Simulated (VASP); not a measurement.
# Cu: single point with PBEsol

The system is Cu, a slab with vacuum.

```
Cu
1.0
     2.69428    0.00000    0.00000
    -1.34714    2.33331    0.00000
     0.00000    0.00000   22.60390
Cu
6
Direct
  0.00000 0.00000 0.37383
  0.66667 0.33333 0.29000
  0.33333 0.66667 0.45793
  0.00000 0.00000 0.62617
  0.66667 0.33333 0.54207
  0.33333 0.66667 0.71000
```

This cell differs from its parent crystal: strain +0.080 along x and y, -0.080 along z.

* Program: VASP 6.6.1
* Task: single point
* Functional: PBEsol
* Potentials or basis: VASP PAW PBE potentials, release 64 (Cu)
* Cutoff: 520 eV
* k mesh: 24 × 24 × 2
* Occupations: gaussian, width 0.15 eV
* Spin: no spin polarisation
* Dipole correction: no
* Further INCAR settings: ALGO = Fast; EDIFF = 1e-06; NBANDS = 42

- Largest force: 0.148 eV/Å
- Band gap on the k mesh: zero (bands 33 and 34 overlap by 3.91 eV)

Forces in eV/Å, atoms in the order of the input:
```
Cu   0.000  0.000 -0.148
Cu   0.000  0.000 -0.125
Cu   0.000  0.000 -0.002
Cu   0.000  0.000  0.148
Cu   0.000  0.000  0.002
Cu   0.000  0.000  0.125
```

Levels at points of the mesh, in eV from the Fermi level:
```csv
k point,band 29,band 30,band 31,band 32,band 33,band 34,band 35,band 36,band 37,band 38
"(0.00, 0.00, 0.00)",-1.86,-1.86,-1.78,-1.55,-1.55,-1.42,-1.42,-0.21,0.64,4.36
"(0.50, 0.00, 0.00)",-1.39,-1.32,-0.69,0.03,0.49,0.84,1.22,1.51,3.52,4.26
"(0.00, 0.00, 0.50)",-1.86,-1.86,-1.78,-1.55,-1.55,-1.42,-1.42,-0.21,0.64,4.29
"(0.50, 0.00, 0.50)",-1.39,-1.32,-0.69,0.03,0.49,0.84,1.22,1.51,3.52,4.26
```

It took 7.7 min on 1 thread of Intel(R) Xeon(R) 6975P-C (Granite Rapids), on a shared host, peak memory 0.59 GiB.

Caveat: the cell differs from its parent crystal (strain +0.080 along x and y, -0.080 along z); the PAW data sets were made with another functional, which shifts forces and pressure a little.
